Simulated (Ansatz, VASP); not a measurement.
## One calculation of C, two programs

```xyz
2
Lattice="-0.0517 1.7996 1.7996 1.7996 -0.0517 1.7996 1.7996 1.7996 -0.0517" Properties=species:S:1:pos:R:3 pbc="T T T"
C    -0.0002   -0.0002   -0.0002
C     0.8871    0.8871    0.8871
```

Change from the starting cell: epitaxial_111 strain +4.0%.

Alike in both runs: task single point; functional HSE06; k mesh 8 × 8 × 8; no spin polarisation.

```csv
,VASP,Ansatz
version,VASP 6.6.1,Ansatz 0.2.0
potentials or method,"VASP PAW PBE potentials, release 64 (C)","plane waves, PAW"
plane-wave cutoff (eV),520,420
occupations,"gaussian, width 0.01 eV",fixed
valence electrons in the cell,8,8
```

```tsv
	VASP	Ansatz	Ansatz less VASP
gap on the k mesh at the Fermi level (eV)	5.00	5.01	+0.011
pressure (GPa)	-33.5	-34.1	-0.60
traceless stress, the component that is largest in VASP (GPa)	14.55	14.45	-0.103
rms of the force components (eV/Å)	0.040	0.031	-0.0086
```

Atom by atom the forces differ by 0.009 eV/Å (rms over components). Both programs put the cell under strong tension, so it lies far from rest at this level. Ansatz's warnings: stress exchange threshold loose, stress scf threshold loose.

Noted on VASP's run: the cell as given lies far from equilibrium.
